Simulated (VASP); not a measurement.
CsBe3:

```
CELL_PARAMETERS angstrom
4.05469 0.00000 0.00000
0.00000 4.05469 0.00000
0.00000 0.00000 4.05469
ATOMIC_POSITIONS crystal
Cs 0.00000 0.00000 0.00000
Be 0.00000 0.50000 0.50000
Be 0.50000 0.00000 0.50000
Be 0.50000 0.50000 0.00000
```

* Program: VASP 6.6.1
* Task: relaxation of cell and atoms
* Functional: PBE
* Potentials or basis: VASP PAW PBE potentials, release 64 (Cs_sv, Be)
* Cutoff: 600 eV
* k mesh: 4 × 4 × 4
* Occupations: gaussian, width 0.1 eV
* Spin: no spin polarisation

At the start: pressure 10.2 GPa; volume 16.67 Å³/atom.

Problem. How do energy, volume and symmetry change on relaxing?

Solution. Over 4 steps the energy falls by 223.3 meV/atom and the volume is 24.38 Å³/atom (+46.3 %); space group Pm-3m (No. 221, to 0.1 Å) before and after.

The path:
| step | energy change (eV) | largest force (eV/Å) | pressure (GPa) | volume (Å³) |
| --- | --- | --- | --- | --- |
| 1 | 0.0000 | 0.0000 | 10.20 | 66.66 |
| 2 | -0.5560 | 0.0000 | 5.98 | 77.42 |
| 3 | -0.8815 | 0.0000 | 0.88 | 93.70 |
| 4 | -0.8930 | 0.0000 | 0.13 | 97.51 |

Final structure:
```xyz
4
Lattice="4.6027 0.0000 0.0000 0.0000 4.6027 0.0000 0.0000 0.0000 4.6027" Properties=species:S:1:pos:R:3 pbc="T T T"
Cs    0.0000    0.0000    0.0000
Be    0.0000    2.3013    2.3013
Be    2.3013    0.0000    2.3013
Be    2.3013    2.3013    0.0000
```

Caveat: the k points lie up to 0.34 Å⁻¹ apart in the final cell, too coarse for converged energies and pressures of a metal; the volume moved by over 15 % at a fixed basis, so the end points are rough.
